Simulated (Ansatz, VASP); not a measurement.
## Two plane-wave programs on PbS

```
CELL_PARAMETERS angstrom
0.00000 2.92493 2.92493
2.92493 0.00000 2.92493
2.92493 2.92493 0.00000
ATOMIC_POSITIONS crystal
Pb 0.00000 0.00000 0.00000
S 0.50000 0.50000 0.50000
```

Change from the starting cell: volume scaled by 0.96, PAW files.

Alike in both runs: task electric field gradients; functional LDA; k mesh 8 × 8 × 8; occupations fermi-dirac, width 0.01 eV; no spin polarisation.

|  | VASP | Ansatz |
| --- | --- | --- |
| version | VASP 6.6.1 | Ansatz 0.2.0 |
| potentials or method | VASP PAW LDA potentials, release 64 (Pb_d, S) | PAW with Ansatz's default frozen-core files, scalar-relativistic |
| plane-wave cutoff (eV) | 520 | 420 |
| valence electrons in the cell | 20 | 20 |

|  | VASP | Ansatz | Ansatz less VASP |
| --- | --- | --- | --- |
| pressure (GPa) | -0.1 | -0.1 | -0.06 |

LDA's correlation is that of Perdew and Zunger in VASP and of Perdew and Wang (1992) in Ansatz.

Spin-orbit coupling is off throughout.
